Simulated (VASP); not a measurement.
Wanted: the native input for a VASP 6.6.1 run.

* Task: single point
* Functional: PBE
* Potentials or basis: VASP PAW PBE potentials, release 64 (K_sv, Br)
* Cutoff: 520 eV
* k mesh: 6 × 6 × 2
* Occupations: fermi-dirac, width 0.02 eV
* Spin: no spin polarisation
* Dipole correction: no
* Further INCAR settings: ALGO = Normal; EDIFF = 1e-07; NBANDS = 24

The structure of KBr lies in POSCAR:

```
KBr
1.0
    5.6185814203      0.0000000000      0.0000000000
   -2.8092907101      4.8658342432      0.0000000000
    0.0000000000      0.0000000000      6.5538299466
K Br
2 2
Direct
    0.3212512086      0.6759734992     -0.0523721248
    0.6703118878      0.3269116703      0.4431689598
    0.3380330610      0.6667093119      0.4316263960
    0.6660951612      0.3318787528      0.9356438983
```

The input as run:

INCAR

```
PREC     = Accurate       # precision mode
ENCUT    = 520            # plane-wave cutoff, eV
EDIFF    = 1E-7           # SCF threshold, eV
ISMEAR   = -1             # smearing method
SIGMA    = 0.02           # smearing width, eV
LREAL    = F              # projectors in reciprocal space
LASPH    = T              # aspherical terms in the spheres
NELM     = 100            # most SCF steps
ALGO     = Normal         # electronic algorithm
ISIF     = 2              # what is computed and relaxed
LWAVE    = F              # write WAVECAR
LCHARG   = T              # write CHGCAR
GGA      = PE             # functional
LELF     = T              # ELF
LVHAR    = T            
NBANDS   = 24             # bands
```

KPOINTS

```
Automatic mesh
0
Gamma
  6 6 2
```

Potentials or basis: VASP PAW PBE potentials, release 64 (K_sv, Br).

Command:

```sh
$ cat potpaw_PBE.64/K_sv/POTCAR potpaw_PBE.64/Br/POTCAR > POTCAR
$ mpirun -np 1 vasp_std > vasp.out
```

Results of the run:

* Pressure: 0.5 GPa
* Largest force: 0.201 eV/Å
* Band gap on the k mesh: 4.19 eV, direct

Caveat: the k points lie up to 0.48 Å⁻¹ apart.

Wall time 3.6 min on 1 thread of Intel Xeon 6975P-C, with other jobs on the host, peak memory 0.36 GiB.
